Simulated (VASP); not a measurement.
Set up this calculation in VASP 6.6.1, as the native input.

```
Task                   : single point
Functional             : PBE
Potentials or basis    : VASP PAW PBE potentials, release 64 (Se)
Cutoff                 : 520 eV
k mesh                 : 15 × 15 × 15
Occupations            : fermi-dirac, width 0.08 eV
Spin                   : no spin polarisation
Dipole correction      : no
Further INCAR settings : ALGO = Normal; EDIFF = 1e-06; NBANDS = 9
```

The structure of Se lies in POSCAR:

```
Se
1.0
    2.6693174101      0.0000000000      0.0000000000
    0.0000000000      2.6693174101      0.0000000000
    0.0000000000      0.0000000000      2.6693174101
Se
1
Direct
    0.0000000000      0.0000000000      0.0000000000
```

This cell differs from its parent crystal: volume scaled by 0.84.

The input as run:

INCAR

```
ALGO     = Normal         # electronic algorithm
EDIFF    = 1E-6           # SCF threshold, eV
ENCUT    = 520            # plane-wave cutoff, eV
GGA      = PE             # functional
ISIF     = 2              # what is computed and relaxed
ISMEAR   = -1             # smearing method
LASPH    = T              # aspherical terms in the spheres
LCHARG   = T              # write CHGCAR
LELF     = T              # ELF
LREAL    = F              # projectors in reciprocal space
LVHAR    = T            
LWAVE    = F              # write WAVECAR
NBANDS   = 9              # bands
NELM     = 80             # most SCF steps
PREC     = Accurate       # precision mode
SIGMA    = 0.08           # smearing width, eV
```

KPOINTS

```
k-points
0
Gamma
  15 15 15
```

Potentials or basis: VASP PAW PBE potentials, release 64 (Se).

Run with:

```console
$ cat potpaw_PBE.64/Se/POTCAR > POTCAR
$ mpirun -np 1 vasp_std > vasp.out
```

Results of the run:

The pressure is 18.4 GPa and the band gap on the k mesh is zero (band 3 reaches 10.50 eV, above the bottom of band 4 at 2.99 eV).

Wall time 6.5 s on 1 thread of Intel(R) Xeon(R) Platinum 8559C (Emerald Rapids) (shared host), peak memory 0.13 GiB.
